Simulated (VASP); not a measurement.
# BaAu3 (Pm-3m) in VASP: further runs, part 3 of 3

VASP 6.6.1. The steps go on from the part before.

### Step 5. Single point, PBE

This run uses another cell than the first one, of 25.24 Å³/atom, 1.058 times its volume.

INCAR

```
PREC = Accurate
ENCUT = 520
EDIFF = 1E-6
ISMEAR = 0
SIGMA = 0.05
LREAL = F
LASPH = T
NELM = 80
ALGO = Normal
ISIF = 2
LWAVE = F
LCHARG = F
GGA = PE
NBANDS = 30
```

KPOINTS

```
regular mesh
0
Gamma
  8 8 8
```

POSCAR

```
BaAu3
1.0
    4.6566650904      0.0000000000      0.0000000000
    0.0000000000      4.6566650904      0.0000000000
    0.0000000000      0.0000000000      4.6566650904
Ba Au
1 3
Direct
    0.0000000000      0.0000000000      0.0000000000
    0.0000000000      0.5000000000      0.5000000000
    0.5000000000      0.5000000000      0.0000000000
    0.5000000000      0.0000000000      0.5000000000
```

Potentials or basis: VASP PAW PBE potentials, release 64 (Ba_sv, Au).

The run is started by

```bash
$ cat potpaw_PBE.64/Ba_sv/POTCAR potpaw_PBE.64/Au/POTCAR > POTCAR
$ mpirun -np 1 vasp_std > vasp.out
```

OUTCAR:

```text
PREC = Accurate
   ENCUT = 520
   EDIFF = 1E-6
   ISMEAR = 0
   LREAL = F
   LASPH = T
   NELM = 80
   ISIF = 2
   GGA = PE

 ion  position               nearest neighbor table
   1  0.000  0.000  0.000-   2 3.29   3 3.29   4 3.29   2 3.29   4 3.29   2 3.29   3 3.29   2 3.29
                             3 3.29   4 3.29   4 3.29   3 3.29
   2  0.000  0.500  0.500-   1 3.29   3 3.29   4 3.29   1 3.29   3 3.29   1 3.29   4 3.29   1 3.29
                             3 3.29   4 3.29   3 3.29   4 3.29
   3  0.500  0.500  0.000-   1 3.29   2 3.29   4 3.29   2 3.29   4 3.29   1 3.29   4 3.29   4 3.29
                             1 3.29   2 3.29   2 3.29   1 3.29
   4  0.500  0.000  0.500-   1 3.29   2 3.29   3 3.29   1 3.29   3 3.29   2 3.29   3 3.29   3 3.29
                             1 3.29   2 3.29   1 3.29   2 3.29

  LATTYP: Found a simple cubic cell.
 ALAT       =     4.6566650904

  Lattice vectors:

 A1 = (   4.6566650904,   0.0000000000,   0.0000000000)
 A2 = (   0.0000000000,   4.6566650904,   0.0000000000)
 A3 = (   0.0000000000,   0.0000000000,   4.6566650904)

Analysis of symmetry for initial positions (statically):
=====================================================================
 Subroutine PRICEL returns:
 Original cell was already a primitive cell.

 Routine SETGRP: Setting up the symmetry group for a
 simple cubic supercell.

 Subroutine GETGRP returns: Found 48 space group operations
 (whereof 48 operations were pure point group operations)
 out of a pool of 48 trial point group operations.

The static configuration has the point symmetry O_h .

Analysis of symmetry for dynamics (positions and initial velocities):
=====================================================================
 Subroutine PRICEL returns:
 Original cell was already a primitive cell.

 Routine SETGRP: Setting up the symmetry group for a
 simple cubic supercell.

 Subroutine GETGRP returns: Found 48 space group operations
 (whereof 48 operations were pure point group operations)
 out of a pool of 48 trial point group operations.

The dynamic configuration has the point symmetry O_h .

 Subroutine INISYM returns: Found 48 space group operations
 (whereof 48 operations are pure point group operations),
 and found     1 'primitive' translations

----------------------------------------------------------------------------------------

                                     Primitive cell

  volume of cell :     100.9776

  direct lattice vectors                    reciprocal lattice vectors
     4.656665090  0.000000000  0.000000000     0.214745957  0.000000000  0.000000000
     0.000000000  4.656665090  0.000000000     0.000000000  0.214745957  0.000000000
     0.000000000  0.000000000  4.656665090     0.000000000  0.000000000  0.214745957

  length of vectors
     4.656665090  4.656665090  4.656665090     0.214745957  0.214745957  0.214745957

  position of ions in fractional coordinates (direct lattice)
     0.000000000  0.000000000  0.000000000
     0.000000000  0.500000000  0.500000000
     0.500000000  0.500000000  0.000000000
     0.500000000  0.000000000  0.500000000

  ion indices of the primitive-cell ions
   primitive index   ion index
                 1           1
                 2           2
                 3           3
                 4           4

----------------------------------------------------------------------------------------

 KPOINTS: regular mesh

Automatic generation of k-mesh.
 Grid dimensions read from file:
 generate k-points for:    8    8    8

 Generating k-lattice:

  Cartesian coordinates                     Fractional coordinates (reciprocal lattice)
     0.026843245  0.000000000  0.000000000     0.125000000  0.000000000  0.000000000
     0.000000000  0.026843245  0.000000000     0.000000000  0.125000000  0.000000000
     0.000000000  0.000000000  0.026843245     0.000000000  0.000000000  0.125000000

  Length of vectors
     0.026843245  0.026843245  0.026843245

  Shift w.r.t. Gamma in fractional coordinates (k-lattice)
     0.000000000  0.000000000  0.000000000

 Subroutine IBZKPT returns following result:
 ===========================================

 Found     35 irreducible k-points:

 Following reciprocal coordinates:
            Coordinates               Weight
  0.000000  0.000000  0.000000      1.000000
  0.125000  0.000000  0.000000      6.000000
  0.250000  0.000000  0.000000      6.000000
  0.375000  0.000000  0.000000      6.000000
  0.500000  0.000000  0.000000      3.000000
  0.125000  0.125000  0.000000     12.000000
[... 16 lines left out ...]
  0.375000  0.375000  0.125000     24.000000
  0.500000  0.375000  0.125000     24.000000
 [... further k-points ...]
   k-points           NKPTS =     35   k-points in BZ     NKDIM =     35   number of bands    NBANDS=     30
   number of dos      NEDOS =    301   number of ions     NIONS =      4
   total plane-waves  NPLWV =  46656
   dimension x,y,z NGX =    36 NGY =   36 NGZ =   36
   dimension x,y,z NGXF=    72 NGYF=   72 NGZF=   72
   ions per type =               1   3
   NGX,Y,Z   is equivalent  to a cutoff of  12.85, 12.85, 12.85 a.u.
   NGXF,Y,Z  is equivalent  to a cutoff of  25.70, 25.70, 25.70 a.u.
 SYSTEM =  unknown system
   PREC   = accura    normal or accurate (medium, high low for compatibility)
   ISTART =      0    job   : 0-new  1-cont  2-samecut
   ICHARG =      2    charge: 1-file 2-atom 10-const
   ISPIN  =      1    spin polarized calculation?
   LNONCOLLINEAR =      F non collinear calculations
   LSORBIT =      F    spin-orbit coupling
   LASPH  =      T    aspherical Exc in radial PAW
   ENCUT  =  520.0 eV  38.22 Ry    6.18 a.u.   8.66  8.66  8.66*2*pi/ulx,y,z
   NELM   =     80;   NELMIN=  2; NELMDL= -5     # of ELM steps
   EDIFF  = 0.1E-05   stopping-criterion for ELM
   LREAL  =      F    real-space projection
   EDIFFG = 0.1E-04   stopping-criterion for IOM
   NSW    =      0    number of steps for IOM
   IBRION =     -1    ionic relax: 0-MD 1-quasi-New 2-CG
   NFREE  =      0    steps in history (QN), initial steepest desc. (CG)
   ISIF   =      2    stress and relaxation
   ISYM   =      2    0-nonsym 1-usesym 2-fastsym
   POTIM  = 0.5000    time-step for ionic-motion
   TEBEG  =    0.0;   TEEND  =   0.0 temperature during run
   PSTRESS=    0.0 pullay stress
   NELECT =      43.0000    total number of electrons
   NUPDOWN=      -1.0000    fix difference up-down
   EMIN   =  10.00;   EMAX   =-10.00  energy-range for DOS
   EFERMI =   0.00;   METHOD = LEGACY
   ISMEAR =     0;   SIGMA  =   0.05  broadening in eV -4-tet -1-fermi 0-gaus
   EFERMI_NEDOS =   21; number of points for ismear=-14 and -15
   IALGO  =     38    algorithm
   IMIX   =      4    mixing-type and parameters
     AMIX     =   0.40;   BMIX     =  1.00
     AMIX_MAG =   1.60;   BMIX_MAG =  1.00
  volume/ion in A,a.u.               =      25.24       170.36
  Fermi-wavevector in a.u.,A,eV,Ry     =   1.231656  2.327492 20.639707  1.516976
  Thomas-Fermi vector in A             =   2.366457
   LORBIT       =      0    0 simple, 1 ext, 2 COOP (PROOUT), +10 PAW based schemes
   GGA     = PE    functional components
   LHFCALC =     F    Hartree Fock is set to
   AEXX    =    0.0000 exact exchange contribution
   IVDW    =     0    specifies the selected vdW correction
   LEPSILON=     F    determine dielectric tensor
   LRPA    =     F    only Hartree local field effects (RPA)
 non-spin polarized calculation
 Gauss-broadening in eV      SIGMA  =   0.05
  energy-cutoff  :      520.00
  volume of cell :      100.98
 maximum number of plane-waves:      2800
 NGX is ok and might be reduce to    36
   NGX = 17   NGY = 17   NGZ = 17

 number of electron      42.9999992 magnetization

 Free energy of the ion-electron system (eV)
  ---------------------------------------------------
  ext. energy  EPLUGINS =         0.00000000
  ---------------------------------------------------
  free energy    TOTEN  =       -12.58317102 eV

  energy without entropy =      -12.57896198  energy(sigma->0) =      -12.58106650

 E-fermi :   4.9714     XC(G=0): -10.5853

 val. band max:        4.9476955821   @ k =   0.3750   0.2500   0.1250
 cond. band min:       4.9946062731   @ k =   0.3750   0.2500   0.2500
 fundamental gap:      0.0469106910
 Fermi energy:         4.9713507970

 k-point     1 :       0.0000    0.0000    0.0000
  band No.  band energies     occupation
      1     -22.1228      2.00000
      2      -7.4040      2.00000
      3      -7.4040      2.00000
      4      -7.4040      2.00000
      5      -1.1906      2.00000
      6       0.2338      2.00000
[... 781 lines left out ...]
     29      11.3536      0.00000
     30      12.9687      0.00000

 [... further k-points ...]
[... 5 lines left out ...]
  --------------------------------------------------------------------------------------
  -------------------------------------------------------------------------------------
  Total        0.4011375      0.4011375      0.4011375     -0.0000000     -0.0000000     -0.0000000
  in kB        6.3647134      6.3647134      6.3647134     -0.0000000     -0.0000000     -0.0000000
  external PRESSURE =       6.3647134 kB  Pullay stress =       0.0000000 kB

 VOLUME and BASIS-vectors are now :
 -----------------------------------------------------------------------------
  energy-cutoff  :      520.00
  volume of cell :      100.98
      direct lattice vectors                 reciprocal lattice vectors
     4.656665090  0.000000000  0.000000000     0.214745957  0.000000000  0.000000000
     0.000000000  4.656665090  0.000000000     0.000000000  0.214745957  0.000000000
     0.000000000  0.000000000  4.656665090     0.000000000  0.000000000  0.214745957

 POSITION                                       TOTAL-FORCE (eV/Angst)
 -----------------------------------------------------------------------------------
      0.00000      0.00000      0.00000         0.000000      0.000000      0.000000
      0.00000      2.32833      2.32833         0.000000      0.000000      0.000000
      2.32833      2.32833      0.00000         0.000000      0.000000      0.000000
      2.32833      0.00000      2.32833         0.000000      0.000000      0.000000
 -----------------------------------------------------------------------------------
    total drift:                                0.000000      0.000000      0.000000

  FREE ENERGIE OF THE ION-ELECTRON SYSTEM (eV)
  ---------------------------------------------------
  free  energy   TOTEN  =       -12.5831710229 eV

  energy  without entropy=      -12.5789619793  energy(sigma->0) =      -12.58106650
```

OSZICAR:

```text
N       E                     dE             d eps       ncg     rms          rms(c)
DAV:   1     0.265944335220E+03    0.26594E+03   -0.20836E+04  2100   0.132E+03
DAV:   2    -0.238920426526E+01   -0.26833E+03   -0.25415E+03  2378   0.279E+02
DAV:   3    -0.136819898158E+02   -0.11293E+02   -0.11100E+02  2592   0.517E+01
DAV:   4    -0.139300220515E+02   -0.24803E+00   -0.24769E+00  2626   0.697E+00
DAV:   5    -0.139349983340E+02   -0.49763E-02   -0.49755E-02  2530   0.885E-01    0.912E+00
DAV:   6    -0.126095920902E+02    0.13254E+01   -0.66802E+00  2404   0.142E+01    0.521E+00
DAV:   7    -0.125950487853E+02    0.14543E-01   -0.20641E-01  2274   0.242E+00    0.324E+00
DAV:   8    -0.125834771889E+02    0.11572E-01   -0.16515E-02  2362   0.859E-01    0.196E-01
DAV:   9    -0.125830746501E+02    0.40254E-03   -0.23812E-03  2394   0.306E-01    0.576E-02
DAV:  10    -0.125831639659E+02   -0.89316E-04   -0.17257E-04  2272   0.794E-02    0.253E-02
DAV:  11    -0.125831713955E+02   -0.74297E-05   -0.16977E-05  2630   0.213E-02    0.645E-03
DAV:  12    -0.125831710229E+02    0.37267E-06   -0.13704E-06  1868   0.612E-03
   1 F= -.12583171E+02 E0= -.12581067E+02  d E =-.420904E-02
```

It took 31 s on 1 thread of Intel Xeon 6975P-C (Granite Rapids), shared host; peak memory 0.26 GiB.

What came out:

- Free energy: -12.5832 eV
- Pressure: 0.6 GPa

Caveat: spin-orbit coupling is left out, which moves the levels of the heavy elements.

### Step 6. Single point, PBEsol

This run uses another cell than the first one, of 25.24 Å³/atom, 1.058 times its volume.

INCAR

```
SYSTEM = BaAu3
  ALGO = Normal
  EDIFF = 1E-7
  ENCUT = 520
  GGA = PS
  ISIF = 2
  ISMEAR = 0
  LASPH = .True.
  LCHARG = .False.
  LREAL = .False.
  LWAVE = .False.
  NBANDS = 30
  NELM = 80
  PREC = Accurate
  SIGMA = 0.05
```

KPOINTS

```
k-points
0
Gamma
  8 8 8
  0 0 0
```

POSCAR is that of step 5.

Potentials or basis: VASP PAW PBE potentials, release 64 (Ba_sv, Au).

The run is started by

```bash
$ cat potpaw_PBE.64/Ba_sv/POTCAR potpaw_PBE.64/Au/POTCAR > POTCAR
$ mpirun -np 1 vasp_std > vasp.out
```

OUTCAR:

```text
SYSTEM = BaAu3
   EDIFF = 1E-7
   ENCUT = 520
   GGA = PS
   ISIF = 2
   ISMEAR = 0
   LASPH = .True.
   LREAL = .False.
   NELM = 80
   PREC = Accurate

 ion  position               nearest neighbor table
   1  0.000  0.000  0.000-   2 3.29   3 3.29   4 3.29   2 3.29   4 3.29   2 3.29   3 3.29   2 3.29
                             3 3.29   4 3.29   4 3.29   3 3.29
   2  0.000  0.500  0.500-   1 3.29   3 3.29   4 3.29   1 3.29   3 3.29   1 3.29   4 3.29   1 3.29
                             3 3.29   4 3.29   3 3.29   4 3.29
   3  0.500  0.500  0.000-   1 3.29   2 3.29   4 3.29   2 3.29   4 3.29   1 3.29   4 3.29   4 3.29
                             1 3.29   2 3.29   2 3.29   1 3.29
   4  0.500  0.000  0.500-   1 3.29   2 3.29   3 3.29   1 3.29   3 3.29   2 3.29   3 3.29   3 3.29
                             1 3.29   2 3.29   1 3.29   2 3.29

  LATTYP: Found a simple cubic cell.
 ALAT       =     4.6566650904

  Lattice vectors:

 A1 = (   4.6566650904,   0.0000000000,   0.0000000000)
 A2 = (   0.0000000000,   4.6566650904,   0.0000000000)
 A3 = (   0.0000000000,   0.0000000000,   4.6566650904)

Analysis of symmetry for initial positions (statically):
[... 174 lines left out ...]
  free energy    TOTEN  =       -14.48046892 eV

  energy without entropy =      -14.47646086  energy(sigma->0) =      -14.47846489

 E-fermi :   4.7622     XC(G=0): -10.7677

 val. band max:        4.7382490228   @ k =   0.3750   0.2500   0.1250
 cond. band min:       4.7896129766   @ k =   0.3750   0.2500   0.2500
 fundamental gap:      0.0513639538
 Fermi energy:         4.7621690535

 k-point     1 :       0.0000    0.0000    0.0000
  band No.  band energies     occupation
      1     -22.2202      2.00000
      2      -7.4980      2.00000
      3      -7.4980      2.00000
      4      -7.4980      2.00000
      5      -1.4347      2.00000
      6       0.0397      2.00000
[... 781 lines left out ...]
     29      11.1459      0.00000
     30      12.7664      0.00000

 [... further k-points ...]
[... 5 lines left out ...]
  --------------------------------------------------------------------------------------
  -------------------------------------------------------------------------------------
  Total       -2.3736226     -2.3736226     -2.3736226     -0.0000000     -0.0000000     -0.0000000
  in kB      -37.6614670    -37.6614670    -37.6614670     -0.0000000     -0.0000000     -0.0000000
  external PRESSURE =     -37.6614670 kB  Pullay stress =       0.0000000 kB

 VOLUME and BASIS-vectors are now :
 -----------------------------------------------------------------------------
  energy-cutoff  :      520.00
  volume of cell :      100.98
      direct lattice vectors                 reciprocal lattice vectors
     4.656665090  0.000000000  0.000000000     0.214745957  0.000000000  0.000000000
     0.000000000  4.656665090  0.000000000     0.000000000  0.214745957  0.000000000
     0.000000000  0.000000000  4.656665090     0.000000000  0.000000000  0.214745957

 POSITION                                       TOTAL-FORCE (eV/Angst)
 -----------------------------------------------------------------------------------
      0.00000      0.00000      0.00000         0.000000      0.000000      0.000000
      0.00000      2.32833      2.32833         0.000000      0.000000      0.000000
      2.32833      2.32833      0.00000         0.000000      0.000000      0.000000
      2.32833      0.00000      2.32833         0.000000      0.000000      0.000000
 -----------------------------------------------------------------------------------
    total drift:                                0.000000      0.000000      0.000000

  FREE ENERGIE OF THE ION-ELECTRON SYSTEM (eV)
  ---------------------------------------------------
  free  energy   TOTEN  =       -14.4804689249 eV

  energy  without entropy=      -14.4764608644  energy(sigma->0) =      -14.47846489
```

OSZICAR:

```text
N       E                     dE             d eps       ncg     rms          rms(c)
DAV:   1     0.262869062034E+03    0.26287E+03   -0.20797E+04  2100   0.132E+03
DAV:   2    -0.451207891694E+01   -0.26738E+03   -0.25322E+03  2378   0.279E+02
DAV:   3    -0.158516016443E+02   -0.11340E+02   -0.11141E+02  2580   0.518E+01
DAV:   4    -0.160998194457E+02   -0.24822E+00   -0.24788E+00  2654   0.698E+00
DAV:   5    -0.161046685889E+02   -0.48491E-02   -0.48488E-02  2530   0.861E-01    0.977E+00
DAV:   6    -0.145193304099E+02    0.15853E+01   -0.84707E+00  2416   0.158E+01    0.538E+00
DAV:   7    -0.144956150954E+02    0.23715E-01   -0.26932E-01  2218   0.283E+00    0.328E+00
DAV:   8    -0.144813570156E+02    0.14258E-01   -0.19500E-02  2472   0.876E-01    0.286E-01
DAV:   9    -0.144804595895E+02    0.89743E-03   -0.34842E-03  2400   0.358E-01    0.594E-02
DAV:  10    -0.144804661746E+02   -0.65851E-05   -0.14102E-04  2446   0.629E-02    0.252E-02
DAV:  11    -0.144804693114E+02   -0.31368E-05   -0.12398E-05  2308   0.195E-02    0.680E-03
DAV:  12    -0.144804690641E+02    0.24731E-06   -0.50705E-07  2394   0.435E-03    0.260E-03
DAV:  13    -0.144804689215E+02    0.14261E-06   -0.20904E-07  1832   0.277E-03    0.341E-04
DAV:  14    -0.144804689249E+02   -0.33951E-08   -0.10931E-08  1176   0.532E-04
   1 F= -.14480469E+02 E0= -.14478465E+02  d E =-.400806E-02
```

stdout:

```text
POSCAR found type information on POSCAR BaAu
 POSCAR found :  2 types and       4 ions
 scaLAPACK will be used
 -----------------------------------------------------------------------------
|                                                                             |
|                                                                             |
|     You enforced a specific xc type in the INCAR file but a different       |
|     I HOPE YOU KNOW WHAT YOU ARE DOING!                                     |
|                                                                             |
 -----------------------------------------------------------------------------

 LDA part: xc-table for (Slater+PW92), standard interpolation
 POSCAR, INCAR and KPOINTS ok, starting setup
 FFT: planning ... GRIDC
 FFT: planning ... GRID_SOFT
 FFT: planning ... GRID
 WAVECAR not read
 entering main loop
```

It took 44 s on 1 thread of Intel Xeon 6975P-C (Granite Rapids), shared host; peak memory 0.26 GiB.

What came out:

```yaml
Free_energy: -14.4805 eV
Pressure: -3.8 GPa
```

Caveat: the PAW data sets were made with another functional, which shifts forces and pressure a little; spin-orbit coupling is left out, which moves the levels of the heavy elements.

### Step 7. The runs side by side

| level | cell | gap on the mesh (eV) | pressure (GPa) |
| --- | --- | --- | --- |
| PBE | a = 4.570 Å, 4 atoms | none | 4.0 |
| PBE | a = 4.594 Å, 4 atoms | none | 2.9 |
| PBE | a = 4.625 Å, 4 atoms | none | 1.7 |
| PBE | a = 4.657 Å, 4 atoms | none | 0.6 |
| PBEsol | a = 4.657 Å, 4 atoms | none | -3.8 |

Alike in all rows: task single point; potentials or basis VASP PAW PBE potentials, release 64 (Ba_sv, Au); no spin polarisation; k mesh 8 × 8 × 8; cutoff (eV) 520; smearing gaussian 0.05 eV.

Caveats: spin-orbit coupling is left out, which moves the levels of the heavy elements; the PAW data sets were made with another functional, which shifts forces and pressure a little (some runs).

Absolute energies hang on the potentials; compare differences alone.
